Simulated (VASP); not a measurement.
# CdF2 (Fm-3m) in VASP: notebook

Aim: see how the results for CdF2 move with the level of theory and the settings. Levels: PBE, PBEsol. Tasks: single point.

Everything below comes from runs of VASP 6.6.1. Logs are shortened: lines on timing, memory, paths and dates and some standing lists are left out, and cuts for length are marked.

### 1 The cell of the first run

Symmetry: Fm-3m, No. 225, cubic system. The conventional cell has a = 5.388 Å, b = 5.388 Å, c = 5.388 Å, α = 90.00°, β = 90.00°, γ = 90.00°. Cd (site symmetry m-3m) has 8 F at 2.33 Å within 3.1 Å. F (site symmetry -43m) has 4 Cd at 2.33 Å and 6 F at 2.69 Å within 3.1 Å.

### 2 Single point, PBE

INCAR reads:

```
SYSTEM = CdF2
PREC = Accurate
ENCUT = 520
EDIFF = 1E-6
ISMEAR = 1
SIGMA = 0.001
LREAL = .FALSE.
LASPH = .TRUE.
NELM = 60
ALGO = Normal
ISIF = 2
LWAVE = .FALSE.
LCHARG = .TRUE.
GGA = PE
LELF = .TRUE.
LVHAR = .TRUE.
NBANDS = 20
```

KPOINTS reads:

```
Automatic mesh
0
G
  6 6 6
  0 0 0
```

POSCAR reads:

```
CdF2
1.0
    0.0000000000      2.6941776810      2.6941776810
    2.6941776810      0.0000000000      2.6941776810
    2.6941776810      2.6941776810      0.0000000000
Cd F
1 2
Direct
    0.0000000000      0.0000000000      0.0000000000
    0.2500000000      0.2500000000      0.2500000000
    0.7500000000      0.7500000000      0.7500000000
```

Potentials or basis: VASP PAW PBE potentials, release 64 (Cd, F).

Started as:

```bash
cat potpaw_PBE.64/Cd/POTCAR potpaw_PBE.64/F/POTCAR > POTCAR
mpirun -np 1 vasp_std > vasp.out
```

OUTCAR:

```text
SYSTEM = CdF2
   PREC = Accurate
   ENCUT = 520
   EDIFF = 1E-6
   ISMEAR = 1
   LREAL = .FALSE.
   LASPH = .TRUE.
   NELM = 60
   ISIF = 2
   GGA = PE

 ion  position               nearest neighbor table
   1  0.000  0.000  0.000-   2 2.33   3 2.33   3 2.33   3 2.33   3 2.33   2 2.33   2 2.33   2 2.33

   2  0.250  0.250  0.250-   1 2.33   1 2.33   1 2.33   1 2.33
   3  0.750  0.750  0.750-   1 2.33   1 2.33   1 2.33   1 2.33

  LATTYP: Found a face centered cubic cell.
 ALAT       =     5.3883553620

  Lattice vectors:

 A1 = (   0.0000000000,   2.6941776810,   2.6941776810)
 A2 = (   2.6941776810,   0.0000000000,   2.6941776810)
 A3 = (   2.6941776810,   2.6941776810,   0.0000000000)

Analysis of symmetry for initial positions (statically):
=====================================================================
 Subroutine PRICEL returns:
 Original cell was already a primitive cell.

 Routine SETGRP: Setting up the symmetry group for a
 face centered cubic supercell.

 Subroutine GETGRP returns: Found 48 space group operations
 (whereof 48 operations were pure point group operations)
 out of a pool of 48 trial point group operations.

The static configuration has the point symmetry O_h .

Analysis of symmetry for dynamics (positions and initial velocities):
=====================================================================
 Subroutine PRICEL returns:
 Original cell was already a primitive cell.

 Routine SETGRP: Setting up the symmetry group for a
 face centered cubic supercell.

 Subroutine GETGRP returns: Found 48 space group operations
 (whereof 48 operations were pure point group operations)
 out of a pool of 48 trial point group operations.

The dynamic configuration has the point symmetry O_h .

 Subroutine INISYM returns: Found 48 space group operations
 (whereof 48 operations are pure point group operations),
 and found     1 'primitive' translations

----------------------------------------------------------------------------------------

                                     Primitive cell

  volume of cell :      39.1119

  direct lattice vectors                    reciprocal lattice vectors
     0.000000000  2.694177681  2.694177681    -0.185585384  0.185585384  0.185585384
     2.694177681  0.000000000  2.694177681     0.185585384 -0.185585384  0.185585384
     2.694177681  2.694177681  0.000000000     0.185585384  0.185585384 -0.185585384

[... 73 lines left out ...]
   LASPH  =      T    aspherical Exc in radial PAW
   ENCUT  =  520.0 eV  38.22 Ry    6.18 a.u.   7.08  7.08  7.08*2*pi/ulx,y,z
   NELM   =     60;   NELMIN=  2; NELMDL= -5     # of ELM steps
   EDIFF  = 0.1E-05   stopping-criterion for ELM
   LREAL  =      F    real-space projection
   EDIFFG = 0.1E-04   stopping-criterion for IOM
   NSW    =      0    number of steps for IOM
   IBRION =     -1    ionic relax: 0-MD 1-quasi-New 2-CG
   NFREE  =      0    steps in history (QN), initial steepest desc. (CG)
   ISIF   =      2    stress and relaxation
   ISYM   =      2    0-nonsym 1-usesym 2-fastsym
   POTIM  = 0.5000    time-step for ionic-motion
   TEBEG  =    0.0;   TEEND  =   0.0 temperature during run
   PSTRESS=    0.0 pullay stress
   NELECT =      26.0000    total number of electrons
   NUPDOWN=      -1.0000    fix difference up-down
   EMIN   =  10.00;   EMAX   =-10.00  energy-range for DOS
   EFERMI =   0.00;   METHOD = LEGACY
   ISMEAR =     1;   SIGMA  =   0.00  broadening in eV -4-tet -1-fermi 0-gaus
   EFERMI_NEDOS =   21; number of points for ismear=-14 and -15
   IALGO  =     38    algorithm
   IMIX   =      4    mixing-type and parameters
     AMIX     =   0.40;   BMIX     =  1.00
     AMIX_MAG =   1.60;   BMIX_MAG =  1.00
  volume/ion in A,a.u.               =      13.04        87.98
  Fermi-wavevector in a.u.,A,eV,Ry     =   1.428772  2.699988 27.774804  2.041391
  Thomas-Fermi vector in A             =   2.548798
   LORBIT       =      0    0 simple, 1 ext, 2 COOP (PROOUT), +10 PAW based schemes
   GGA     = PE    functional components
   LHFCALC =     F    Hartree Fock is set to
   AEXX    =    0.0000 exact exchange contribution
   IVDW    =     0    specifies the selected vdW correction
   LEPSILON=     F    determine dielectric tensor
   LRPA    =     F    only Hartree local field effects (RPA)
 non-spin polarized calculation
 Methfessel and Paxton  Order N= 1 SIGMA  =   0.00
  energy-cutoff  :      520.00
  volume of cell :       39.11
 maximum number of plane-waves:      1067
   NGX = 15   NGY = 15   NGZ = 15

 number of electron      25.9999990 magnetization

 Free energy of the ion-electron system (eV)
  ---------------------------------------------------
  ext. energy  EPLUGINS =         0.00000000
  ---------------------------------------------------
  free energy    TOTEN  =       -10.85977250 eV

  energy without entropy =      -10.85977250  energy(sigma->0) =      -10.85977250

 E-fermi :  -1.2263     XC(G=0): -10.4111

 val. band max:       -1.3325077006   @ k =  -0.3333   0.5000   0.1667
 cond. band min:       1.7542688659   @ k =   0.0000   0.0000   0.0000
 fundamental gap:      3.0867765665
 Fermi energy:        -1.2263033094

 k-point     1 :       0.0000    0.0000    0.0000
  band No.  band energies     occupation
      1     -22.1171      2.00000
      2     -21.0129      2.00000
      3      -6.9278      2.00000
      4      -6.9278      2.00000
      5      -6.9278      2.00000
      6      -5.7210      2.00000
[... 357 lines left out ...]
     19      18.9525      0.00000
     20      19.3904      0.00000

------------------------ aborting loop because EDIFF is reached ----------------------------------------

  FORCE on cell =-STRESS in cart. coord.  units (eV):
  Direction    XX          YY          ZZ          XY          YZ          ZX
  --------------------------------------------------------------------------------------
  -------------------------------------------------------------------------------------
  Total        1.5088787      1.5088787      1.5088787     -0.0000000      0.0000000     -0.0000000
  in kB       61.8096408     61.8096408     61.8096408     -0.0000000      0.0000000     -0.0000000
  external PRESSURE =      61.8096408 kB  Pullay stress =       0.0000000 kB

 VOLUME and BASIS-vectors are now :
 -----------------------------------------------------------------------------
  energy-cutoff  :      520.00
  volume of cell :       39.11
      direct lattice vectors                 reciprocal lattice vectors
     0.000000000  2.694177681  2.694177681    -0.185585384  0.185585384  0.185585384
     2.694177681  0.000000000  2.694177681     0.185585384 -0.185585384  0.185585384
     2.694177681  2.694177681  0.000000000     0.185585384  0.185585384 -0.185585384

 POSITION                                       TOTAL-FORCE (eV/Angst)
 -----------------------------------------------------------------------------------
      0.00000      0.00000      0.00000        -0.000000      0.000000     -0.000000
      1.34709      1.34709      1.34709        -0.000000     -0.000000     -0.000000
      4.04127      4.04127      4.04127         0.000000      0.000000      0.000000
 -----------------------------------------------------------------------------------
    total drift:                                0.000000      0.000000      0.000000

  FREE ENERGIE OF THE ION-ELECTRON SYSTEM (eV)
  ---------------------------------------------------
  free  energy   TOTEN  =       -10.8597725019 eV

  energy  without entropy=      -10.8597725019  energy(sigma->0) =      -10.85977250
```

It took 6 s on 1 thread of Intel Xeon 6975P-C (Granite Rapids), shared host; peak memory 0.15 GiB.

Results:

```yaml
Free_energy: -10.8598 eV
Pressure: 6.2 GPa
Band_gap_on_the_k_mesh: 3.09 eV (least direct gap 3.57 eV)
```

Caveat: the cell stands under pressure.

### 3 Single point, PBEsol

INCAR reads:

```
  ALGO = Normal
  EDIFF = 1E-6
  ENCUT = 520
  GGA = PS
  ISIF = 2
  ISMEAR = 0
  LASPH = T
  LCHARG = F
  LREAL = F
  LWAVE = F
  NBANDS = 20
  NELM = 80
  PREC = Accurate
  SIGMA = 0.01
```

KPOINTS reads:

```
k-points
0
Gamma
  6 6 6
```

POSCAR is that of step 2.

Potentials or basis: VASP PAW PBE potentials, release 64 (Cd, F).

Started as:

```bash
cat potpaw_PBE.64/Cd/POTCAR potpaw_PBE.64/F/POTCAR > POTCAR
mpirun -np 1 vasp_std > vasp.out
```

OUTCAR:

```text
EDIFF = 1E-6
   ENCUT = 520
   GGA = PS
   ISIF = 2
   ISMEAR = 0
   LASPH = T
   LREAL = F
   NELM = 80
   PREC = Accurate

 ion  position               nearest neighbor table
   1  0.000  0.000  0.000-   2 2.33   3 2.33   3 2.33   3 2.33   3 2.33   2 2.33   2 2.33   2 2.33

   2  0.250  0.250  0.250-   1 2.33   1 2.33   1 2.33   1 2.33
   3  0.750  0.750  0.750-   1 2.33   1 2.33   1 2.33   1 2.33

  LATTYP: Found a face centered cubic cell.
[... 551 lines left out ...]

  FORCE on cell =-STRESS in cart. coord.  units (eV):
  Direction    XX          YY          ZZ          XY          YZ          ZX
  --------------------------------------------------------------------------------------
  -------------------------------------------------------------------------------------
  Total        0.1249739      0.1249739      0.1249739     -0.0000000      0.0000000      0.0000000
  in kB        5.1194239      5.1194239      5.1194239     -0.0000000      0.0000000      0.0000000
  external PRESSURE =       5.1194239 kB  Pullay stress =       0.0000000 kB

 VOLUME and BASIS-vectors are now :
 -----------------------------------------------------------------------------
  energy-cutoff  :      520.00
  volume of cell :       39.11
      direct lattice vectors                 reciprocal lattice vectors
     0.000000000  2.694177681  2.694177681    -0.185585384  0.185585384  0.185585384
     2.694177681  0.000000000  2.694177681     0.185585384 -0.185585384  0.185585384
     2.694177681  2.694177681  0.000000000     0.185585384  0.185585384 -0.185585384

 POSITION                                       TOTAL-FORCE (eV/Angst)
 -----------------------------------------------------------------------------------
      0.00000      0.00000      0.00000        -0.000000     -0.000000     -0.000000
      1.34709      1.34709      1.34709        -0.000000     -0.000000     -0.000000
      4.04127      4.04127      4.04127         0.000000      0.000000      0.000000
 -----------------------------------------------------------------------------------
    total drift:                                0.000000      0.000000      0.000000

  FREE ENERGIE OF THE ION-ELECTRON SYSTEM (eV)
  ---------------------------------------------------
  free  energy   TOTEN  =       -11.5931978494 eV

  energy  without entropy=      -11.5931978494  energy(sigma->0) =      -11.59319785
```

It took 5.7 s on 1 thread of Intel Xeon 6975P-C (Granite Rapids), shared host; peak memory 0.15 GiB.

Results:

- Free energy: -11.5932 eV
- Pressure: 0.5 GPa
- Band gap on the k mesh: 2.92 eV (least direct gap 3.39 eV)

Caveat: the PAW data sets were made with another functional, which shifts forces and pressure a little. A k mesh can miss the band edges.

### 4 Single point, PBE

INCAR reads:

```
SYSTEM = CdF2
PREC     = Accurate       ! precision mode
ENCUT    = 520            ! plane-wave cutoff, eV
EDIFF    = 1E-6           ! SCF threshold, eV
ISMEAR   = 0              ! smearing method
SIGMA    = 0.2            ! smearing width, eV
LREAL    = .FALSE.        ! projectors in reciprocal space
LASPH    = .TRUE.         ! aspherical terms in the spheres
NELM     = 80             ! most SCF steps
ALGO     = Normal         ! electronic algorithm
ISIF     = 2              ! what is computed and relaxed
LWAVE    = .FALSE.        ! write WAVECAR
LCHARG   = .FALSE.        ! write CHGCAR
GGA      = PE             ! functional
NBANDS   = 20             ! bands
```

KPOINTS reads:

```
Automatic mesh
0
G
  6 6 6
  0 0 0
```

POSCAR is that of step 3.

Started as:

```bash
cat potpaw_PBE.64/Cd/POTCAR potpaw_PBE.64/F/POTCAR > POTCAR
mpirun -np 1 vasp_std > vasp.out
```

It took 5.7 s on 1 thread of Intel Xeon 6975P-C (Granite Rapids), shared host; peak memory 0.16 GiB.

Results (log left out):

```yaml
Free_energy: -10.8598 eV
Pressure: 6.2 GPa
Band_gap_on_the_k_mesh: 3.09 eV (least direct gap 3.57 eV)
```

Levels at points of the mesh, in eV from the valence-band top:
| k point | band 9 | band 10 | band 11 | band 12 | band 13 | band 14 | band 15 | band 16 | band 17 | band 18 |
| --- | --- | --- | --- | --- | --- | --- | --- | --- | --- | --- |
| (0.00, 0.00, 0.00) | -0.95 | -0.95 | -0.48 | -0.48 | -0.48 | 3.09 | 12.72 | 12.72 | 12.72 | 17.66 |
| (0.50, 0.00, 0.00) | -2.25 | -1.82 | -1.82 | -0.38 | -0.38 | 7.19 | 9.18 | 14.52 | 14.52 | 18.20 |
| (0.50, 0.50, 0.00) | -2.94 | -2.94 | -0.48 | -0.07 | -0.07 | 8.02 | 9.67 | 11.94 | 14.30 | 14.30 |

Caveat: the cell stands under pressure.

### 5 The runs side by side

| level | smearing | gap on the mesh (eV) | pressure (GPa) |
| --- | --- | --- | --- |
| PBE | methfessel-paxton 0.001 eV | 3.09 | 6.2 |
| PBEsol | gaussian 0.01 eV | 2.92 | 0.5 |
| PBE | gaussian 0.2 eV | 3.09 | 6.2 |

Alike in all rows: task single point; potentials or basis VASP PAW PBE potentials, release 64 (Cd, F); no spin polarisation; cell as given; k mesh 6 × 6 × 6; cutoff (eV) 520.

On the cell as given the gap runs from 2.92 eV (PBEsol) to 3.09 eV (PBE). The pressure there spans 0.5 GPa (PBEsol) to 6.2 GPa (PBE); a positive pressure means that this level wants a larger cell, a negative one a smaller.

Caveats: the cell stands under pressure (at least some runs); the PAW data sets were made with another functional, which shifts forces and pressure a little (at least some runs).

Absolute energies hang on the potentials; compare differences alone.
